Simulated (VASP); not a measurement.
A run of VASP 6.6.1:

File INCAR:

```
SYSTEM = Cu
PREC = Accurate
ENCUT = 820
EDIFF = 1E-7
ISMEAR = 0
SIGMA = 0.1
LREAL = .FALSE.
LASPH = .TRUE.
NELM = 120
ALGO = Normal
ISIF = 3
LWAVE = .FALSE.
LCHARG = .FALSE.
GGA = CA
IBRION = 2
NSW = 70
EDIFFG = -0.005
GGA_COMPAT = .FALSE.
NELMIN = 4
```

The input KPOINTS:

```
Automatic mesh
0
G
  20 20 20
  0 0 0
```

POSCAR

```
Cu
1.0
    0.0000000000      1.8148741276      1.8148741276
    1.8148741276      0.0000000000      1.8148741276
    1.8148741276      1.8148741276      0.0000000000
Cu
1
Direct
    0.0000000000      0.0000000000      0.0000000000
```

Potentials or basis: VASP PAW LDA potentials, release 64 (Cu_sv_GW).

Launch:

```sh
$ cat potpaw_LDA.64/Cu_sv_GW/POTCAR > POTCAR
$ mpirun -np 1 vasp_std > vasp.out
```

Hardware: 1 thread of AMD EPYC 7R13 Processor (Zen 3), on a shared host.

How long does it take, and how much memory?

It took 4.2 min on 1 thread of AMD EPYC 7R13 Processor (Zen 3), on a shared host, peak memory 0.21 GiB. Counts: scf iterations 46, k points 256, ion steps 5.
